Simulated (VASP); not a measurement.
Wanted: the native input for a VASP 6.6.1 run.

- Task: relaxation of shape and atoms at fixed volume
- Functional: r2SCAN
- Potentials or basis: VASP PAW PBE potentials, release 64 (Si, S)
- Cutoff: 550 eV
- k mesh: 6 × 6 × 6
- Occupations: gaussian, width 0.05 eV
- Spin: no spin polarisation
- Dipole correction: no
- Further INCAR settings: ALGO = Normal; EDIFF = 1e-07; IBRION = 2; EDIFFG = -0.01; NSW = 60; ISIF = 4

Crystal: SiS2.

```
CELL_PARAMETERS angstrom
-3.03865 4.94692 2.77117
3.03865 -4.94692 2.77117
3.03865 4.94692 -2.77117
ATOMIC_POSITIONS crystal
Si 0.75000 0.75000 0.00000
Si 0.25000 0.25000 0.00000
S 0.88554 0.80999 0.69553
S 0.11446 0.19001 0.30447
S 0.38554 0.69001 0.07554
S 0.61446 0.30999 0.92446
```

The input as run:

POSCAR

```
SiS2
1.0
   -3.0386524170      4.9469185242      2.7711681603
    3.0386524170     -4.9469185242      2.7711681603
    3.0386524170      4.9469185242     -2.7711681603
Si S
2 4
Direct
    0.7500000000      0.7500000000      0.0000000000
    0.2500000000      0.2500000000      0.0000000000
    0.8855389370      0.8099949739      0.6955339110
    0.1144610630      0.1900050261      0.3044660890
    0.3855389370      0.6900050261      0.0755439631
    0.6144610630      0.3099949739      0.9244560369
```

INCAR.step1

```
SYSTEM = SiS2
ALGO     = Normal         ! electronic algorithm
EDIFF    = 1E-5           ! SCF threshold, eV
EDIFFG   = -0.005         ! ionic threshold
ENCUT    = 550            ! plane-wave cutoff, eV
GGA      = PE             ! functional
GGA_COMPAT= .FALSE.      
IBRION   = 2              ! ionic algorithm
ISIF     = 3              ! what is computed and relaxed
ISMEAR   = 0              ! smearing method
LASPH    = .TRUE.         ! aspherical terms in the spheres
LCHARG   = .FALSE.        ! write CHGCAR
LREAL    = .FALSE.        ! projectors in reciprocal space
LWAVE    = .TRUE.         ! write WAVECAR
NELM     = 120            ! most SCF steps
NELMIN   = 4            
NSW      = 100            ! ionic steps
PREC     = Accurate       ! precision mode
SIGMA    = 0.05           ! smearing width, eV
```

INCAR.step2

```
SYSTEM = SiS2
ALGO     = Normal         ! electronic algorithm
EDIFF    = 1E-7           ! SCF threshold, eV
EDIFFG   = -0.01          ! ionic threshold
ENCUT    = 550            ! plane-wave cutoff, eV
GGA_COMPAT= .FALSE.      
IBRION   = 2              ! ionic algorithm
ISIF     = 4              ! what is computed and relaxed
ISMEAR   = 0              ! smearing method
ISTART   = 1            
LASPH    = .TRUE.         ! aspherical terms in the spheres
LCHARG   = .FALSE.        ! write CHGCAR
LMIXTAU  = .TRUE.       
LREAL    = .FALSE.        ! projectors in reciprocal space
LWAVE    = .FALSE.        ! write WAVECAR
METAGGA  = R2SCAN         ! meta-GGA
NELM     = 120            ! most SCF steps
NELMIN   = 4            
NSW      = 60             ! ionic steps
PREC     = Accurate       ! precision mode
SIGMA    = 0.05           ! smearing width, eV
```

KPOINTS

```
k-points
0
G
  6 6 6
  0 0 0
```

Potentials or basis: VASP PAW PBE potentials, release 64 (Si, S).

Command:

```console
$ cat potpaw_PBE.64/Si/POTCAR potpaw_PBE.64/S/POTCAR > POTCAR
$ cp INCAR.step1 INCAR
$ mpirun -np 1 vasp_std > vasp.out
$ cp INCAR.step2 INCAR
$ mpirun -np 1 vasp_std > vasp.out
```

Results of the run:

```json
{
  "Energy gained by relaxing": "0.1 meV/atom",
  "Ionic steps": "4",
  "Pressure after relaxing": "-0.2 GPa",
  "Band gap on the k mesh": "3.46 eV (least direct gap 3.66 eV)"
}
```

Caveat: the PAW data sets were made with another functional, which shifts forces and pressure a little.

Run time: 100 min on 1 thread of Oxide Virtual Turin-like Processor (shared host), peak memory 0.43 GiB.
